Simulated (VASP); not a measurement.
# Sn (I4_1/amd) in VASP: a series of runs

Aim: see how the results for Sn move with the level of theory and the settings. Levels: r2SCAN, PBE. Tasks: single point, relaxation of cell and atoms.

Program: VASP 6.6.1. These are calculated values, not measurements. Logs are shortened: lines on timing, memory, paths and dates and some standing lists are left out, and cuts for length are marked.

## (1) The cell of the first run

The structure is tetragonal, space group I4_1/amd (No. 141). The conventional cell has a = 5.850 Å, b = 5.850 Å, c = 3.221 Å, α = 90.00°, β = 90.00°, γ = 90.00°. Within 4.0 Å of Sn (site symmetry -4m2) lie 10 Sn at 3.03 to 3.79 Å.

## (2) Single point, r2SCAN

Contents of POSCAR:

```
Sn
1.0
   -2.9249714454      2.9249714454      1.6104792764
    2.9249714454     -2.9249714454      1.6104792764
    2.9249714454      2.9249714454     -1.6104792764
Sn
2
Direct
    0.7500000000      0.2500000000      0.5000000000
    0.0000000000      0.0000000000      0.0000000000
```

Contents of INCAR.step1:

```
PREC     = Accurate       # precision mode
ENCUT    = 520            # plane-wave cutoff, eV
ISMEAR   = 0              # smearing method
SIGMA    = 0.05           # smearing width, eV
LREAL    = False          # projectors in reciprocal space
LASPH    = True           # aspherical terms in the spheres
NELM     = 100            # most SCF steps
NBANDS   = 21             # bands
GGA      = PE             # functional
ALGO     = Normal         # electronic algorithm
EDIFF    = 1E-4           # SCF threshold, eV
LWAVE    = True           # write WAVECAR
LCHARG   = False          # write CHGCAR
```

Contents of INCAR.step2:

```
PREC     = Accurate       # precision mode
ENCUT    = 520            # plane-wave cutoff, eV
EDIFF    = 1E-7           # SCF threshold, eV
ISMEAR   = 0              # smearing method
SIGMA    = 0.05           # smearing width, eV
LREAL    = False          # projectors in reciprocal space
LASPH    = True           # aspherical terms in the spheres
NELM     = 100            # most SCF steps
ALGO     = Normal         # electronic algorithm
ISIF     = 2              # what is computed and relaxed
LWAVE    = False          # write WAVECAR
LCHARG   = True           # write CHGCAR
METAGGA  = R2SCAN         # meta-GGA
LMIXTAU  = True         
LELF     = True           # ELF
LVHAR    = True         
NBANDS   = 21             # bands
ISTART   = 1
```

Contents of KPOINTS:

```
regular mesh
0
Gamma
  14 14 14
```

Potentials or basis: VASP PAW PBE potentials, release 64 (Sn_d).

Run with:

```sh
$ cat potpaw_PBE.64/Sn_d/POTCAR > POTCAR
$ cp INCAR.step1 INCAR
$ mpirun -np 1 vasp_std > vasp.out
$ cp INCAR.step2 INCAR
$ mpirun -np 1 vasp_std > vasp.out
```

OUTCAR:

```text
PREC = Accurate
   ENCUT = 520
   EDIFF = 1E-7
   ISMEAR = 0
   LREAL = False
   LASPH = True
   NELM = 100
   ISIF = 2
   METAGGA = R2SCAN
   ISTART = 1

 ion  position               nearest neighbor table
   1  0.750  0.250  0.500-   2 3.03   2 3.03   2 3.03   2 3.03
   2  0.000  0.000  0.000-   1 3.03   1 3.03   1 3.03   1 3.03

  LATTYP: Found a body centered tetragonal cell.
 ALAT       =     5.8499428908
 C/A-ratio  =     0.5505965807

  Lattice vectors:

 A1 = (  -2.9249714454,   2.9249714454,   1.6104792764)
 A2 = (   2.9249714454,  -2.9249714454,   1.6104792764)
 A3 = (   2.9249714454,   2.9249714454,  -1.6104792764)

Analysis of symmetry for initial positions (statically):
=====================================================================
 Subroutine PRICEL returns:
 Original cell was already a primitive cell.

 Routine SETGRP: Setting up the symmetry group for a
 body centered tetragonal supercell.

 Subroutine GETGRP returns: Found 16 space group operations
 (whereof  8 operations were pure point group operations)
 out of a pool of 16 trial point group operations.

The static configuration has the point symmetry D_2d.
 The point group associated with its full space group is D_4h.

Analysis of symmetry for dynamics (positions and initial velocities):
=====================================================================
 Subroutine PRICEL returns:
 Original cell was already a primitive cell.

 Routine SETGRP: Setting up the symmetry group for a
 body centered tetragonal supercell.

 Subroutine GETGRP returns: Found 16 space group operations
 (whereof  8 operations were pure point group operations)
 out of a pool of 16 trial point group operations.

The dynamic configuration has the point symmetry D_2d.
 The point group associated with its full space group is D_4h.

 Subroutine INISYM returns: Found 16 space group operations
 (whereof  8 operations are pure point group operations),
 and found     1 'primitive' translations

----------------------------------------------------------------------------------------

                                     Primitive cell

  volume of cell :      55.1136

  direct lattice vectors                    reciprocal lattice vectors
    -2.924971445  2.924971445  1.610479276     0.000000000  0.170941840  0.310466584
     2.924971445 -2.924971445  1.610479276     0.170941840  0.000000000  0.310466584
     2.924971445  2.924971445 -1.610479276     0.170941840  0.170941840  0.000000000

  length of vectors
     4.438981799  4.438981799  4.438981799     0.354415875  0.354415875  0.241748268

  position of ions in fractional coordinates (direct lattice)
[... 75 lines left out ...]
   LSORBIT =      F    spin-orbit coupling
   LASPH  =      T    aspherical Exc in radial PAW
   ENCUT  =  520.0 eV  38.22 Ry    6.18 a.u.   8.25  8.25  8.25*2*pi/ulx,y,z
   NELM   =    100;   NELMIN=  2; NELMDL=  0     # of ELM steps
   EDIFF  = 0.1E-06   stopping-criterion for ELM
   LREAL  =      F    real-space projection
   EDIFFG = 0.1E-05   stopping-criterion for IOM
   NSW    =      0    number of steps for IOM
   IBRION =     -1    ionic relax: 0-MD 1-quasi-New 2-CG
   NFREE  =      0    steps in history (QN), initial steepest desc. (CG)
   ISIF   =      2    stress and relaxation
   ISYM   =      2    0-nonsym 1-usesym 2-fastsym
   POTIM  = 0.5000    time-step for ionic-motion
   TEBEG  =    0.0;   TEEND  =   0.0 temperature during run
   PSTRESS=    0.0 pullay stress
   NELECT =      28.0000    total number of electrons
   NUPDOWN=      -1.0000    fix difference up-down
   EMIN   =  10.00;   EMAX   =-10.00  energy-range for DOS
   EFERMI =   0.00;   METHOD = LEGACY
   ISMEAR =     0;   SIGMA  =   0.05  broadening in eV -4-tet -1-fermi 0-gaus
   EFERMI_NEDOS =   21; number of points for ismear=-14 and -15
   IALGO  =     38    algorithm
   IMIX   =      4    mixing-type and parameters
     AMIX     =   0.40;   BMIX     =  1.00
     AMIX_MAG =   1.60;   BMIX_MAG =  1.00
  volume/ion in A,a.u.               =      27.56       185.96
  Fermi-wavevector in a.u.,A,eV,Ry     =   1.306295  2.468540 23.217084  1.706408
  Thomas-Fermi vector in A             =   2.437107
   LORBIT       =      0    0 simple, 1 ext, 2 COOP (PROOUT), +10 PAW based schemes
   METAGGA = R2SCAN    functional components
   LHFCALC =     F    Hartree Fock is set to
   AEXX    =    0.0000 exact exchange contribution
   IVDW    =     0    specifies the selected vdW correction
   LEPSILON=     F    determine dielectric tensor
   LRPA    =     F    only Hartree local field effects (RPA)
 non-spin polarized calculation
 Gauss-broadening in eV      SIGMA  =   0.05
  energy-cutoff  :      520.00
  volume of cell :       55.11
 maximum number of plane-waves:      1498
 NGX is ok and might be reduce to    36
   NGX = 17   NGY = 17   NGZ = 17

 number of electron      27.9999994 magnetization

 Free energy of the ion-electron system (eV)
  ---------------------------------------------------
  ext. energy  EPLUGINS =         0.00000000
  ---------------------------------------------------
  free energy    TOTEN  =       -49.24149141 eV

  energy without entropy =      -49.24019808  energy(sigma->0) =      -49.24084474

 E-fermi :   7.7066     XC(G=0): -11.0477

 val. band max:        7.6931953803   @ k =   0.1429   0.1429   0.1429
 cond. band min:       7.7120692414   @ k =   0.4286   0.3571   0.0714
 fundamental gap:      0.0188738610
 Fermi energy:         7.7065864208

 k-point     1 :       0.0000    0.0000    0.0000
  band No.  band energies     occupation
      1     -14.6174      2.00000
      2     -14.5152      2.00000
      3     -14.4796      2.00000
      4     -14.4596      2.00000
      5     -14.3140      2.00000
      6     -14.3140      2.00000
[... 565 lines left out ...]
     20      15.8695      0.00000
     21      17.2788      0.00000

 [... further k-points ...]
[... 5 lines left out ...]
  --------------------------------------------------------------------------------------
  -------------------------------------------------------------------------------------
  Total        0.0196256      0.0196256     -0.0140332      0.0000000      0.0000000      0.0000000
  in kB        0.5705248      0.5705248     -0.4079509      0.0000000      0.0000000      0.0000000
  external PRESSURE =       0.2443662 kB  Pullay stress =       0.0000000 kB

 VOLUME and BASIS-vectors are now :
 -----------------------------------------------------------------------------
  energy-cutoff  :      520.00
  volume of cell :       55.11
      direct lattice vectors                 reciprocal lattice vectors
    -2.924971445  2.924971445  1.610479276     0.000000000  0.170941840  0.310466584
     2.924971445 -2.924971445  1.610479276     0.170941840  0.000000000  0.310466584
     2.924971445  2.924971445 -1.610479276     0.170941840  0.170941840  0.000000000

 POSITION                                       TOTAL-FORCE (eV/Angst)
 -----------------------------------------------------------------------------------
      0.00000      2.92497      0.80524        -0.000000     -0.000000      0.000000
      0.00000      0.00000      0.00000         0.000000      0.000000     -0.000000
 -----------------------------------------------------------------------------------
    total drift:                               -0.000000      0.000000     -0.000000

  FREE ENERGIE OF THE ION-ELECTRON SYSTEM (eV)
  ---------------------------------------------------
  free  energy   TOTEN  =       -49.2414914096 eV

  energy  without entropy=      -49.2401980752  energy(sigma->0) =      -49.24084474
```

OUTCAR.step1:

```text
PREC = Accurate
   ENCUT = 520
   ISMEAR = 0
   LREAL = False
   LASPH = True
[... 801 lines left out ...]
      0.00000      2.92497      0.80524         0.000000     -0.000000      0.000000
      0.00000      0.00000      0.00000        -0.000000      0.000000     -0.000000
 -----------------------------------------------------------------------------------
    total drift:                               -0.000000      0.000000     -0.000000

  FREE ENERGIE OF THE ION-ELECTRON SYSTEM (eV)
  ---------------------------------------------------
  free  energy   TOTEN  =        -7.5986751969 eV

  energy  without entropy=       -7.5972340691  energy(sigma->0) =       -7.59795463
```

It took 9.5 min on 1 thread of Intel Xeon 6975P-C (Granite Rapids), shared host; peak memory 0.38 GiB.

What came out:

```
Free energy            : -49.2415 eV
Pressure               : 0.0 GPa
Band gap on the k mesh : zero (bands 14 and 15 overlap by 4.21 eV)
```

Stress tensor (GPa, compression positive):
```
 0.06  0.00  0.00
 0.00  0.06  0.00
 0.00  0.00 -0.04
```

Caveat: the PAW data sets were made with another functional, which shifts forces and pressure a little; spin-orbit coupling is left out, which moves the levels of the heavy elements.

(Part 1 of 2 ends here.)

The gap in the log of VASP goes by the Fermi energy; the results here count the filled bands.